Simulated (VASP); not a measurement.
# BeTe (F-43m) in VASP: a series of runs

BeTe is run at these levels: PBE, LDA; tasks: single point.

Program: VASP 6.6.1. These are calculated values, not measurements. Logs are shortened: lines on timing, memory, paths and dates and some standing lists are left out, and cuts for length are marked.

### 1 The cell of the first run

The structure is cubic, space group F-43m (No. 216). Conventional cell: a = 5.657 Å, b = 5.657 Å, c = 5.657 Å, α = 90.00°, β = 90.00°, γ = 90.00°. Be (site symmetry -43m) has 4 Te at 2.45 Å within 3.2 Å. Within 3.2 Å of Te (site symmetry -43m) lie 4 Be at 2.45 Å.

### 2 Single point, PBE

INCAR

```
SYSTEM = BeTe
  PREC = Accurate
  ENCUT = 520
  EDIFF = 1E-6
  ISMEAR = 0
  SIGMA = 0.01
  LREAL = .False.
  LASPH = .True.
  NELM = 80
  ALGO = Normal
  ISIF = 2
  LWAVE = .False.
  LCHARG = .False.
  GGA = PE
  NBANDS = 11
```

KPOINTS

```
Automatic mesh
0
Gamma
  4 4 4
  0 0 0
```

POSCAR

```
BeTe
1.0
    0.0000000000      2.8286228811      2.8286228811
    2.8286228811      0.0000000000      2.8286228811
    2.8286228811      2.8286228811      0.0000000000
Be Te
1 1
Direct
    0.0000000000      0.0000000000      0.0000000000
    0.2500000000      0.2500000000      0.2500000000
```

Potentials or basis: VASP PAW PBE potentials, release 64 (Be, Te).

Started as:

```
cat potpaw_PBE.64/Be/POTCAR potpaw_PBE.64/Te/POTCAR > POTCAR
mpirun -np 1 vasp_std > vasp.out
```

OUTCAR:

```text
SYSTEM = BeTe
   PREC = Accurate
   ENCUT = 520
   EDIFF = 1E-6
   ISMEAR = 0
   LREAL = .False.
   LASPH = .True.
   NELM = 80
   ISIF = 2
   GGA = PE

 ion  position               nearest neighbor table
   1  0.000  0.000  0.000-   2 2.45   2 2.45   2 2.45   2 2.45
   2  0.250  0.250  0.250-   1 2.45   1 2.45   1 2.45   1 2.45

  LATTYP: Found a face centered cubic cell.
 ALAT       =     5.6572457622

  Lattice vectors:

 A1 = (   0.0000000000,   2.8286228811,   2.8286228811)
 A2 = (   2.8286228811,   0.0000000000,   2.8286228811)
 A3 = (   2.8286228811,   2.8286228811,   0.0000000000)

Analysis of symmetry for initial positions (statically):
=====================================================================
 Subroutine PRICEL returns:
 Original cell was already a primitive cell.

 Routine SETGRP: Setting up the symmetry group for a
 face centered cubic supercell.

 Subroutine GETGRP returns: Found 24 space group operations
 (whereof 24 operations were pure point group operations)
 out of a pool of 48 trial point group operations.

The static configuration has the point symmetry T_d .

Analysis of symmetry for dynamics (positions and initial velocities):
=====================================================================
 Subroutine PRICEL returns:
 Original cell was already a primitive cell.

 Routine SETGRP: Setting up the symmetry group for a
 face centered cubic supercell.

 Subroutine GETGRP returns: Found 24 space group operations
 (whereof 24 operations were pure point group operations)
 out of a pool of 48 trial point group operations.

The dynamic configuration has the point symmetry T_d .

 Subroutine INISYM returns: Found 24 space group operations
 (whereof 24 operations are pure point group operations),
 and found     1 'primitive' translations

----------------------------------------------------------------------------------------

                                     Primitive cell

  volume of cell :      45.2642

  direct lattice vectors                    reciprocal lattice vectors
     0.000000000  2.828622881  2.828622881    -0.176764461  0.176764461  0.176764461
     2.828622881  0.000000000  2.828622881     0.176764461 -0.176764461  0.176764461
     2.828622881  2.828622881  0.000000000     0.176764461  0.176764461 -0.176764461

  length of vectors
     4.000276841  4.000276841  4.000276841     0.306165028  0.306165028  0.306165028

  position of ions in fractional coordinates (direct lattice)
     0.000000000  0.000000000  0.000000000
     0.250000000  0.250000000  0.250000000

  ion indices of the primitive-cell ions
   primitive index   ion index
                 1           1
                 2           2

----------------------------------------------------------------------------------------

 KPOINTS: Automatic mesh

Automatic generation of k-mesh.
 Grid dimensions read from file:
 generate k-points for:    4    4    4

 Generating k-lattice:

  Cartesian coordinates                     Fractional coordinates (reciprocal lattice)
    -0.044191115  0.044191115  0.044191115     0.250000000  0.000000000  0.000000000
     0.044191115 -0.044191115  0.044191115     0.000000000  0.250000000  0.000000000
     0.044191115  0.044191115 -0.044191115     0.000000000  0.000000000  0.250000000

  Length of vectors
     0.076541257  0.076541257  0.076541257

  Shift w.r.t. Gamma in fractional coordinates (k-lattice)
     0.000000000  0.000000000  0.000000000

 Subroutine IBZKPT returns following result:
 ===========================================

 Found      8 irreducible k-points:

 Following reciprocal coordinates:
            Coordinates               Weight
  0.000000  0.000000  0.000000      1.000000
  0.250000  0.000000  0.000000      8.000000
  0.500000  0.000000  0.000000      4.000000
  0.250000  0.250000  0.000000      6.000000
  0.500000  0.250000  0.000000     24.000000
 -0.250000  0.250000  0.000000     12.000000
  0.500000  0.500000  0.000000      3.000000
 -0.250000  0.500000  0.250000      6.000000
   k-points           NKPTS =      8   k-points in BZ     NKDIM =      8   number of bands    NBANDS=     11
   number of dos      NEDOS =    301   number of ions     NIONS =      2
   total plane-waves  NPLWV =  27000
   dimension x,y,z NGX =    30 NGY =   30 NGZ =   30
   dimension x,y,z NGXF=    60 NGYF=   60 NGZF=   60
   ions per type =               1   1
   NGX,Y,Z   is equivalent  to a cutoff of  12.47, 12.47, 12.47 a.u.
   NGXF,Y,Z  is equivalent  to a cutoff of  24.94, 24.94, 24.94 a.u.
 SYSTEM =  BeTe
   PREC   = accura    normal or accurate (medium, high low for compatibility)
   ISTART =      0    job   : 0-new  1-cont  2-samecut
   ICHARG =      2    charge: 1-file 2-atom 10-const
   ISPIN  =      1    spin polarized calculation?
   LNONCOLLINEAR =      F non collinear calculations
   LSORBIT =      F    spin-orbit coupling
   LASPH  =      T    aspherical Exc in radial PAW
   ENCUT  =  520.0 eV  38.22 Ry    6.18 a.u.   7.44  7.44  7.44*2*pi/ulx,y,z
   NELM   =     80;   NELMIN=  2; NELMDL= -5     # of ELM steps
   EDIFF  = 0.1E-05   stopping-criterion for ELM
   LREAL  =      F    real-space projection
   EDIFFG = 0.1E-04   stopping-criterion for IOM
   NSW    =      0    number of steps for IOM
   IBRION =     -1    ionic relax: 0-MD 1-quasi-New 2-CG
   NFREE  =      0    steps in history (QN), initial steepest desc. (CG)
   ISIF   =      2    stress and relaxation
   ISYM   =      2    0-nonsym 1-usesym 2-fastsym
   POTIM  = 0.5000    time-step for ionic-motion
   TEBEG  =    0.0;   TEEND  =   0.0 temperature during run
   PSTRESS=    0.0 pullay stress
   NELECT =       8.0000    total number of electrons
   NUPDOWN=      -1.0000    fix difference up-down
   EMIN   =  10.00;   EMAX   =-10.00  energy-range for DOS
   EFERMI =   0.00;   METHOD = LEGACY
   ISMEAR =     0;   SIGMA  =   0.01  broadening in eV -4-tet -1-fermi 0-gaus
   EFERMI_NEDOS =   21; number of points for ismear=-14 and -15
   IALGO  =     38    algorithm
   IMIX   =      4    mixing-type and parameters
     AMIX     =   0.40;   BMIX     =  1.00
     AMIX_MAG =   1.60;   BMIX_MAG =  1.00
  volume/ion in A,a.u.               =      22.63       152.73
  Fermi-wavevector in a.u.,A,eV,Ry     =   0.918727  1.736142 11.484122  0.844059
  Thomas-Fermi vector in A             =   2.043841
   LORBIT       =      0    0 simple, 1 ext, 2 COOP (PROOUT), +10 PAW based schemes
   GGA     = PE    functional components
   LHFCALC =     F    Hartree Fock is set to
   AEXX    =    0.0000 exact exchange contribution
   IVDW    =     0    specifies the selected vdW correction
   LEPSILON=     F    determine dielectric tensor
   LRPA    =     F    only Hartree local field effects (RPA)
 non-spin polarized calculation
 Gauss-broadening in eV      SIGMA  =   0.01
  energy-cutoff  :      520.00
  volume of cell :       45.26
 maximum number of plane-waves:      1243
 NGX is ok and might be reduce to    30
   NGX = 15   NGY = 15   NGZ = 15

 number of electron       8.0000000 magnetization

 Free energy of the ion-electron system (eV)
  ---------------------------------------------------
  ext. energy  EPLUGINS =         0.00000000
  ---------------------------------------------------
  free energy    TOTEN  =        -7.54720697 eV

  energy without entropy =       -7.54720697  energy(sigma->0) =       -7.54720697

 E-fermi :   5.0867     XC(G=0):  -8.9893

 val. band max:        4.9691531471   @ k =   0.0000   0.0000   0.0000
 cond. band min:       6.9658357140   @ k =   0.5000   0.5000   0.0000
 fundamental gap:      1.9966825668
 Fermi energy:         5.0866622828

 k-point     1 :       0.0000    0.0000    0.0000
  band No.  band energies     occupation
      1      -7.2384      2.00000
      2       4.9692      2.00000
      3       4.9692      2.00000
      4       4.9692      2.00000
      5       8.5774      0.00000
      6       8.5774      0.00000
      7       8.5774      0.00000
      8       8.6914      0.00000
      9      13.2604      0.00000
     10      15.1753      0.00000
     11      15.1753      0.00000

 k-point     2 :       0.2500    0.0000    0.0000
  band No.  band energies     occupation
      1      -6.6939      2.00000
      2       1.6914      2.00000
      3       4.3078      2.00000
      4       4.3078      2.00000
      5       8.2455      0.00000
      6       9.4403      0.00000
      7       9.4403      0.00000
      8      11.9268      0.00000
      9      13.9878      0.00000
     10      13.9878      0.00000
     11      14.0016      0.00000

 k-point     3 :       0.5000    0.0000    0.0000
  band No.  band energies     occupation
      1      -5.9240      2.00000
      2      -0.4934      2.00000
      3       3.8563      2.00000
      4       3.8563      2.00000
      5       8.0023      0.00000
      6       9.5530      0.00000
      7       9.5530      0.00000
      8      12.7852      0.00000
      9      15.8436      0.00000
     10      16.4131      0.00000
     11      16.4131      0.00000

 k-point     4 :       0.2500    0.2500    0.0000
  band No.  band energies     occupation
      1      -6.5083      2.00000
      2       2.0956      2.00000
      3       3.3195      2.00000
      4       3.3195      2.00000
      5       7.5816      0.00000
      6       9.3491      0.00000
      7      11.3664      0.00000
      8      11.3664      0.00000
      9      13.5370      0.00000
     10      15.6974      0.00000
     11      16.1420      0.00000

 k-point     5 :       0.5000    0.2500    0.0000
  band No.  band energies     occupation
      1      -5.7167      2.00000
      2       0.1854      2.00000
      3       2.0265      2.00000
      4       2.9856      2.00000
      5       7.9372      0.00000
      6      10.4755      0.00000
      7      11.4342      0.00000
      8      11.7746      0.00000
      9      15.2741      0.00000
     10      16.6824      0.00000
     11      17.2527      0.00000

 k-point     6 :      -0.2500    0.2500    0.0000
  band No.  band energies     occupation
      1      -5.9929      2.00000
      2       0.6670      2.00000
      3       1.8519      2.00000
      4       3.7841      2.00000
      5       8.7076      0.00000
      6      10.4674      0.00000
      7      11.0931      0.00000
      8      11.5476      0.00000
      9      13.3643      0.00000
     10      14.7824      0.00000
     11      17.2676      0.00000

 k-point     7 :       0.5000    0.5000    0.0000
  band No.  band energies     occupation
      1      -5.4436      2.00000
      2      -0.0819      2.00000
      3       2.3692      2.00000
      4       2.3692      2.00000
      5       6.9658      0.00000
      6       7.6437      0.00000
      7      14.5812      0.00000
      8      14.5812      0.00000
      9      16.4280      0.00000
     10      17.8380      0.00000
     11      18.3256      0.00000

 k-point     8 :      -0.2500    0.5000    0.2500
  band No.  band energies     occupation
      1      -5.4114      2.00000
      2       0.4346      2.00000
      3       1.3412      2.00000
      4       1.8203      2.00000
      5      10.2431      0.00000
      6      10.4854      0.00000
      7      10.5164      0.00000
      8      11.0846      0.00000
      9      15.7801      0.00000
     10      16.5808      0.00000
     11      17.7245      0.00000

------------------------ aborting loop because EDIFF is reached ----------------------------------------

  FORCE on cell =-STRESS in cart. coord.  units (eV):
  Direction    XX          YY          ZZ          XY          YZ          ZX
  --------------------------------------------------------------------------------------
  -------------------------------------------------------------------------------------
  Total        0.2181539      0.2181539      0.2181539      0.0000000      0.0000000      0.0000000
  in kB        7.7217964      7.7217964      7.7217964      0.0000000      0.0000000      0.0000000
  external PRESSURE =       7.7217964 kB  Pullay stress =       0.0000000 kB

 VOLUME and BASIS-vectors are now :
 -----------------------------------------------------------------------------
  energy-cutoff  :      520.00
  volume of cell :       45.26
      direct lattice vectors                 reciprocal lattice vectors
     0.000000000  2.828622881  2.828622881    -0.176764461  0.176764461  0.176764461
     2.828622881  0.000000000  2.828622881     0.176764461 -0.176764461  0.176764461
     2.828622881  2.828622881  0.000000000     0.176764461  0.176764461 -0.176764461

 POSITION                                       TOTAL-FORCE (eV/Angst)
 -----------------------------------------------------------------------------------
      0.00000      0.00000      0.00000        -0.000000     -0.000000     -0.000000
      1.41431      1.41431      1.41431         0.000000      0.000000      0.000000
 -----------------------------------------------------------------------------------
    total drift:                                0.000000      0.000000      0.000000

  FREE ENERGIE OF THE ION-ELECTRON SYSTEM (eV)
  ---------------------------------------------------
  free  energy   TOTEN  =        -7.5472069739 eV

  energy  without entropy=       -7.5472069739  energy(sigma->0) =       -7.54720697
```

It took 4.5 s on 1 thread of Intel Xeon Platinum 8488C (Sapphire Rapids), shared host; peak memory 0.16 GiB.

Results:

- Free energy: -7.5472 eV
- Pressure: 0.8 GPa
- Band gap on the k mesh: 2.00 eV, indirect (least direct gap 3.61 eV)

Caveat: the k points lie up to 0.48 Å⁻¹ apart; spin-orbit coupling is left out, which moves the levels of the heavy elements. A k mesh can miss the band edges.

[end of part 1 of 2]
